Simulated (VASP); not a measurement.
# HF in VASP: further runs, part 2 of 2

VASP 6.6.1. The steps go on from the part before.

## Step 3: Single point, PBE+D3(BJ)

INCAR

```
PREC = Accurate
ENCUT = 520
EDIFF = 1E-6
ISMEAR = -1
SIGMA = 0.02
LREAL = Auto
LASPH = True
NELM = 60
ALGO = Normal
ISIF = 2
LWAVE = False
LCHARG = False
GGA = PE
IVDW = 12
NBANDS = 56
```

KPOINTS

```
Automatic mesh
0
Gamma
  1 1 1
```

POSCAR

```
HF
1.0
    6.7386640000      0.0000000000      0.0000000000
    0.0000000000      6.7386640000      0.0000000000
    0.0000000000      0.0000000000      6.7386640000
F H
10 10
Direct
    0.4581175141      0.5145678728      0.4242235553
    0.9258363379      0.1363623413      0.8583748945
    0.3946479599      0.8984421838      1.0131533491
    0.2419025492      0.2381777753      0.0542243982
    0.3937575757      0.8401813772      0.6590623898
    0.8580929395      0.5591612818      1.2039181654
    0.1481005731      0.8037943426      0.3692423305
    0.0136970770      0.5516523750      0.8400329798
    0.2180254128      0.1243718339      0.5232045996
    0.7957512053      0.9451725149      0.5701130076
    0.4674517085      0.5604671787      0.5570985584
    0.8757373865      0.0234913033      0.7879751832
    0.4280818869      0.8820591144      0.8749657202
    0.2561783760      0.1621538038      0.1732836064
    0.2907252832      0.8805306215      0.5837062065
    0.7805998340      0.6234321818      1.2946631558
    0.2522310060      0.7351605600      0.3166503034
    0.0033982997      0.4531907215      0.9416406576
    0.0851800891      0.1532054425      0.5452712882
    0.6564060769      0.9712904516      0.5578553850
```

Potentials or basis: VASP PAW PBE potentials, release 64 (F, H).

Started as:

```console
$ cat potpaw_PBE.64/F/POTCAR potpaw_PBE.64/H/POTCAR > POTCAR
$ mpirun -np 1 vasp_gam > vasp.out
```

OUTCAR:

```text
PREC = Accurate
   ENCUT = 520
   EDIFF = 1E-6
   ISMEAR = -1
   LREAL = Auto
   LASPH = True
   NELM = 60
   ISIF = 2
   GGA = PE
   IVDW = 12
 IVDW          = 12

 ion  position               nearest neighbor table
   1  0.458  0.515  0.424-  11 0.95
   2  0.926  0.136  0.858-  12 0.96
   3  0.395  0.898  0.013-  13 0.96
   4  0.242  0.238  0.054-  14 0.96
   5  0.394  0.840  0.659-  15 0.90
   6  0.858  0.559  0.204-  16 0.91
[... 12 lines left out ...]
  19  0.085  0.153  0.545-   9 0.93
  20  0.656  0.971  0.558-  10 0.96

  LATTYP: Found a simple cubic cell.
 ALAT       =     6.7386640000

  Lattice vectors:

 A1 = (   6.7386640000,   0.0000000000,   0.0000000000)
 A2 = (   0.0000000000,   6.7386640000,   0.0000000000)
 A3 = (   0.0000000000,   0.0000000000,   6.7386640000)

Analysis of symmetry for initial positions (statically):
=====================================================================
 Subroutine PRICEL returns:
 Original cell was already a primitive cell.

 Routine SETGRP: Setting up the symmetry group for a
 simple cubic supercell.

 Subroutine GETGRP returns: Found  1 space group operations
 (whereof  1 operations were pure point group operations)
 out of a pool of 48 trial point group operations.

The static configuration has the point symmetry C_1 .

Analysis of symmetry for dynamics (positions and initial velocities):
=====================================================================
 Subroutine PRICEL returns:
 Original cell was already a primitive cell.

 Routine SETGRP: Setting up the symmetry group for a
 simple cubic supercell.

 Subroutine GETGRP returns: Found  1 space group operations
 (whereof  1 operations were pure point group operations)
 out of a pool of 48 trial point group operations.

The dynamic configuration has the point symmetry C_1 .

 Subroutine INISYM returns: Found  1 space group operations
 (whereof  1 operations are pure point group operations),
 and found     1 'primitive' translations

----------------------------------------------------------------------------------------

                                     Primitive cell

  volume of cell :     306.0000

  direct lattice vectors                    reciprocal lattice vectors
     6.738664000  0.000000000  0.000000000     0.148397368  0.000000000  0.000000000
     0.000000000  6.738664000  0.000000000     0.000000000  0.148397368  0.000000000
     0.000000000  0.000000000  6.738664000     0.000000000  0.000000000  0.148397368

  length of vectors
     6.738664000  6.738664000  6.738664000     0.148397368  0.148397368  0.148397368

  position of ions in fractional coordinates (direct lattice)
     0.458117514  0.514567873  0.424223555
     0.925836338  0.136362341  0.858374895
     0.394647960  0.898442184  0.013153349
     0.241902549  0.238177775  0.054224398
     0.393757576  0.840181377  0.659062390
     0.858092939  0.559161282  0.203918165
[... 12 lines left out ...]
     0.085180089  0.153205443  0.545271288
     0.656406077  0.971290452  0.557855385

  ion indices of the primitive-cell ions
   primitive index   ion index
                 1           1
                 2           2
                 3           3
                 4           4
                 5           5
                 6           6
[... 12 lines left out ...]
                19          19
                20          20

----------------------------------------------------------------------------------------

 KPOINTS: Automatic mesh

Automatic generation of k-mesh.
 Grid dimensions read from file:
 generate k-points for:    1    1    1

 Generating k-lattice:

  Cartesian coordinates                     Fractional coordinates (reciprocal lattice)
     0.148397368  0.000000000  0.000000000     1.000000000  0.000000000  0.000000000
     0.000000000  0.148397368  0.000000000     0.000000000  1.000000000  0.000000000
     0.000000000  0.000000000  0.148397368     0.000000000  0.000000000  1.000000000

  Length of vectors
     0.148397368  0.148397368  0.148397368

  Shift w.r.t. Gamma in fractional coordinates (k-lattice)
     0.000000000  0.000000000  0.000000000

 Subroutine IBZKPT returns following result:
 ===========================================

 Found      1 irreducible k-points:

 Following reciprocal coordinates:
            Coordinates               Weight
  0.000000  0.000000  0.000000      1.000000
   k-points           NKPTS =      1   k-points in BZ     NKDIM =      1   number of bands    NBANDS=     56
   number of dos      NEDOS =    301   number of ions     NIONS =     20
   total plane-waves  NPLWV = 125000
   dimension x,y,z NGX =    50 NGY =   50 NGZ =   50
   dimension x,y,z NGXF=   100 NGYF=  100 NGZF=  100
   ions per type =              10  10
   NGX,Y,Z   is equivalent  to a cutoff of  12.34, 12.34, 12.34 a.u.
   NGXF,Y,Z  is equivalent  to a cutoff of  24.67, 24.67, 24.67 a.u.
 SYSTEM =  unknown system
   PREC   = accura    normal or accurate (medium, high low for compatibility)
   ISTART =      0    job   : 0-new  1-cont  2-samecut
   ICHARG =      2    charge: 1-file 2-atom 10-const
   ISPIN  =      1    spin polarized calculation?
   LNONCOLLINEAR =      F non collinear calculations
   LSORBIT =      F    spin-orbit coupling
   LASPH  =      T    aspherical Exc in radial PAW
   ENCUT  =  520.0 eV  38.22 Ry    6.18 a.u.  12.53 12.53 12.53*2*pi/ulx,y,z
   NELM   =     60;   NELMIN=  2; NELMDL= -5     # of ELM steps
   EDIFF  = 0.1E-05   stopping-criterion for ELM
   LREAL  =      T    real-space projection
   EDIFFG = 0.1E-04   stopping-criterion for IOM
   NSW    =      0    number of steps for IOM
   IBRION =     -1    ionic relax: 0-MD 1-quasi-New 2-CG
   NFREE  =      0    steps in history (QN), initial steepest desc. (CG)
   ISIF   =      2    stress and relaxation
   ISYM   =      2    0-nonsym 1-usesym 2-fastsym
   POTIM  = 0.5000    time-step for ionic-motion
   TEBEG  =    0.0;   TEEND  =   0.0 temperature during run
   PSTRESS=    0.0 pullay stress
   NELECT =      80.0000    total number of electrons
   NUPDOWN=      -1.0000    fix difference up-down
   EMIN   =  10.00;   EMAX   =-10.00  energy-range for DOS
   EFERMI =   0.00;   METHOD = LEGACY
   ISMEAR =    -1;   SIGMA  =   0.02  broadening in eV -4-tet -1-fermi 0-gaus
   EFERMI_NEDOS =   21; number of points for ismear=-14 and -15
   IALGO  =     38    algorithm
   IMIX   =      4    mixing-type and parameters
     AMIX     =   0.40;   BMIX     =  1.00
     AMIX_MAG =   1.60;   BMIX_MAG =  1.00
  volume/ion in A,a.u.               =      15.30       103.25
  Fermi-wavevector in a.u.,A,eV,Ry     =   1.046802  1.978168 14.909176  1.095793
  Thomas-Fermi vector in A             =   2.181655
   LORBIT       =      0    0 simple, 1 ext, 2 COOP (PROOUT), +10 PAW based schemes
   GGA     = PE    functional components
   LHFCALC =     F    Hartree Fock is set to
   AEXX    =    0.0000 exact exchange contribution
   IVDW    =    12    specifies the selected vdW correction
   LEPSILON=     F    determine dielectric tensor
   LRPA    =     F    only Hartree local field effects (RPA)
 non-spin polarized calculation
  energy-cutoff  :      520.00
  volume of cell :      306.00
 maximum number of plane-waves:      4109
 NGX is ok and might be reduce to    50
   NGX = 25   NGY = 25   NGZ = 25

 number of electron      80.0000013 magnetization

 Free energy of the ion-electron system (eV)
  ---------------------------------------------------
  ext. energy  EPLUGINS =         0.00000000
  ---------------------------------------------------
  free energy    TOTEN  =       -80.08547037 eV

  energy without entropy =      -80.08547037  energy(sigma->0) =      -80.08547037

 E-fermi :  -5.3502     XC(G=0):  -5.9372

 val. band max:       -5.8638478395   @ k =   0.0000   0.0000   0.0000
 cond. band min:      -0.2522655982   @ k =   0.0000   0.0000   0.0000
 fundamental gap:      5.6115822413
 Fermi energy:        -5.3501908806

 k-point     1 :       0.0000    0.0000    0.0000
  band No.  band energies     occupation
      1     -29.8202      2.00000
      2     -29.0358      2.00000
      3     -28.5013      2.00000
      4     -28.2547      2.00000
      5     -28.1095      2.00000
      6     -27.4726      2.00000
[... 44 lines left out ...]
     51       5.9691      0.00000
     52       6.1647      0.00000
 [bands above 52 left out]

------------------------ aborting loop because EDIFF is reached ----------------------------------------

 Edisp (eV)   -0.42060

 E8    (eV) :    -0.0845

  FORCE on cell =-STRESS in cart. coord.  units (eV):
  Direction    XX          YY          ZZ          XY          YZ          ZX
  --------------------------------------------------------------------------------------
  -------------------------------------------------------------------------------------
  Total       4.02389     2.50935     2.37636    -2.18258     2.26522     0.86390
  in kB      21.06857    13.13863    12.44234   -11.42773    11.86039     4.52325
  external pressure =       15.55 kB  Pullay stress =        0.00 kB

 VOLUME and BASIS-vectors are now :
 -----------------------------------------------------------------------------
  energy-cutoff  :      520.00
  volume of cell :      306.00
      direct lattice vectors                 reciprocal lattice vectors
     6.738664000  0.000000000  0.000000000     0.148397368  0.000000000  0.000000000
     0.000000000  6.738664000  0.000000000     0.000000000  0.148397368  0.000000000
     0.000000000  0.000000000  6.738664000     0.000000000  0.000000000  0.148397368

 POSITION                                       TOTAL-FORCE (eV/Angst)
 -----------------------------------------------------------------------------------
      3.08710      3.46750      2.85870         0.187443      0.205651      0.183620
      6.23890      0.91890      5.78430        -0.200852     -0.368737     -0.161097
      2.65940      6.05430      0.08864         0.598746     -0.390074      0.133860
      1.63010      1.60500      0.36540         0.047266      0.177043      0.940417
      2.65340      5.66170      4.44120         3.580753     -1.588916      1.505865
      5.78240      3.76800      1.37414         0.804244     -0.865318     -0.951444
[... 12 lines left out ...]
      0.57400      1.03240      3.67440        -0.917387      0.326864      0.349915
      4.42330      6.54520      3.75920         0.514020     -0.144138      0.109321
 -----------------------------------------------------------------------------------
    total drift:                                0.004839     -0.005455      0.000354

  FREE ENERGIE OF THE ION-ELECTRON SYSTEM (eV)
  ---------------------------------------------------
  free  energy   TOTEN  =       -80.5060657359 eV

  energy  without entropy=      -80.5060657359  energy(sigma->0) =      -80.50606574
```

Run time: 30 s. Hardware: 1 thread of Intel Xeon Platinum 8259CL at 2.50GHz (Skylake/Cascade Lake), shared host; peak memory 0.31 GiB.

Results:

```yaml
Free_energy: -80.5061 eV
Pressure: 1.6 GPa
Largest_force: 4.197 eV/Å
Dispersion_energy_per_atom: -0.021 eV
```

Forces on the atoms (eV/Å):
```
F    0.187  0.206  0.184
F   -0.201 -0.369 -0.161
F    0.599 -0.390  0.134
F    0.047  0.177  0.940
F    3.581 -1.589  1.506
F    0.804 -0.865 -0.951
F   -1.389  0.815  0.797
F    0.041 -0.360  0.177
F    0.814  0.464 -0.249
F   -0.821 -0.133 -0.369
H   -0.179 -0.136 -0.189
H    0.105  0.425  0.282
H   -0.597  0.123  0.898
H   -0.085  0.374 -0.822
H   -3.105  1.310 -2.033
H   -0.927  0.684  1.035
H    1.402 -1.342 -1.169
H    0.128  0.422 -0.468
H   -0.917  0.327  0.350
H    0.514 -0.144  0.109
```

Caveat: the k points lie up to 0.93 Å⁻¹ apart, too coarse for converged energies, forces and pressures; the atoms stand as in a frame of molecular dynamics.

## Step 4: Single point, PBE+D3(BJ)

INCAR

```
PREC     = Accurate       # precision mode
ENCUT    = 520            # plane-wave cutoff, eV
EDIFF    = 1E-6           # SCF threshold, eV
ISMEAR   = -1             # smearing method
SIGMA    = 0.02           # smearing width, eV
LREAL    = Auto         
LASPH    = True           # aspherical terms in the spheres
NELM     = 100            # most SCF steps
ALGO     = Normal         # electronic algorithm
ISIF     = 2              # what is computed and relaxed
LWAVE    = False          # write WAVECAR
LCHARG   = False          # write CHGCAR
GGA      = PE             # functional
IVDW     = 12             # dispersion correction
NBANDS   = 56             # bands
```

KPOINTS is that of step 3.

POSCAR

```
HF
1.0
    6.7386640000      0.0000000000      0.0000000000
    0.0000000000      6.7386640000      0.0000000000
    0.0000000000      0.0000000000      6.7386640000
F H
10 10
Direct
    0.4018897514      0.4944748692      0.3805798894
    0.9123173377      0.1016373572      0.8991990104
    0.4563961046      0.8497678472      1.0695146694
    0.2921795774      0.3263851707      0.0763949649
    0.4661309720      0.8798331539      0.6476803117
    0.8003366839      0.5651268560      1.2427834360
    0.1458004139      0.8084985392      0.3015434513
    0.0360902398      0.5449448140      0.7098736485
    0.1594529717      0.1105560390      0.6512121691
    0.7865208890      0.9319651492      0.5432530840
    0.3297389512      0.5135587707      0.2633608086
    0.8401368580     -0.0126286160      0.8431048053
    0.4906610569      0.8523202819      0.9385094731
    0.3686042218      0.2044173741      0.0797190660
    0.3627573656      0.9647461277      0.6462705367
    0.6754157797      0.4980215663      1.1954446757
    0.0566432753      0.8127427039      0.4205284608
    0.0972447951      0.5391424769      0.8399736209
    0.0637663489      0.0991888006      0.7535173144
    0.6375299317      0.9488824491      0.5306838269
```

Started as:

```console
$ cat potpaw_PBE.64/F/POTCAR potpaw_PBE.64/H/POTCAR > POTCAR
$ mpirun -np 1 vasp_gam > vasp.out
```

Wall time 32 s (1 thread of Intel Xeon Platinum 8259CL at 2.50GHz (Skylake/Cascade Lake), shared host); peak memory 0.31 GiB.

Results (log left out):

```yaml
Free_energy: -80.3776 eV
Pressure: -0.4 GPa
Largest_force: 4.332 eV/Å
Dispersion_energy_per_atom: -0.021 eV
```

Forces on the atoms (eV/Å):
```
F    0.706  0.019  0.616
F   -1.245 -1.458 -0.070
F   -0.334  0.263  1.634
F    0.563 -1.241 -0.634
F    2.092 -2.211  0.497
F   -2.201 -1.321 -1.199
F   -1.487  0.187  2.051
F    0.564  0.154  1.404
F    1.768 -0.247 -1.236
F   -1.016  0.554 -0.215
H   -0.438  0.057 -0.074
H    0.609  1.172  0.316
H    0.411 -0.176 -1.976
H   -0.834  0.959  0.152
H   -3.537  2.494 -0.192
H    2.222  1.378  1.284
H    1.233 -0.132 -2.123
H   -0.600 -0.077 -1.275
H   -0.646  0.310  0.739
H    2.172 -0.684  0.302
```

Stress tensor (GPa, compression positive):
```
 0.39 -0.49 -1.30
-0.49 -1.21 -0.37
-1.30 -0.37 -0.33
```

Levels at points of the mesh, in eV from the Fermi level:
```tsv
k point	band 38	band 39	band 40	band 41	band 42	band 43
(0.00, 0.00, 0.00)	-0.87	-0.73	-0.58	4.96	7.38	7.90
```

Caveat: the k points lie up to 0.93 Å⁻¹ apart, too coarse for converged energies, forces and pressures; the atoms stand as in a frame of molecular dynamics.

## Step 5: The runs side by side

| cell | pressure (GPa) | largest force (eV/Å) |
| --- | --- | --- |
| as given, atomic positions A | 0.4 | 2.80 |
| as given, atomic positions B | 1.6 | 4.20 |
| as given, atomic positions C | -0.4 | 4.33 |

Alike in all rows: task single point; level PBE+D3(BJ); potentials or basis VASP PAW PBE potentials, release 64 (F, H); no spin polarisation; k mesh 1 × 1 × 1; cutoff (eV) 520; smearing fermi-dirac 0.02 eV.

Caveats: all runs use coarse meshes; the atoms stand as in a frame of molecular dynamics.

Total energies depend on the potentials used, so only differences within one code and one set of settings carry meaning.
